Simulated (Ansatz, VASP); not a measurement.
# BaTiO3 in VASP and in Ansatz

```
Ba O Ti
1.0
     3.99397    0.00000    0.00000
     0.00000    3.99397    0.00000
     0.00000    0.00000    3.99397
Ba O Ti
1 3 1
Direct
  0.00000 0.00000 0.00000
  0.50000 0.50000 0.00000
  0.00000 0.50000 0.50000
  0.50000 0.00000 0.50000
  0.50000 0.50000 0.50000
```

Alike in both runs: functional r2SCAN; k mesh 5 × 5 × 5; no spin polarisation.

Ansatz relaxed the structure, and its values are those at the end. VASP's run is a single point on that final structure, the one shown.

```csv
,VASP,Ansatz
version,VASP 6.6.1,Ansatz 0.2.0
potentials or method,"VASP PAW PBE potentials, release 64 (Ba_sv, O, Ti_sv), cutoff 520 eV",PAW plane waves
occupations,tetrahedron,tetrahedron-uncorrected
valence electrons in the cell,40,40
```

|  | VASP | Ansatz | Ansatz less VASP |
| --- | --- | --- | --- |
| gap on the k mesh at the Fermi level (eV) | 2.27 | 2.28 | +0.011 |
| pressure (GPa) | 2.0 | 0.0 | -1.98 |

VASP's potentials were made for PBE, not for r2SCAN. Ansatz's warnings: band table not solved further, forces under tetrahedra.

Neither program's run includes spin-orbit coupling.
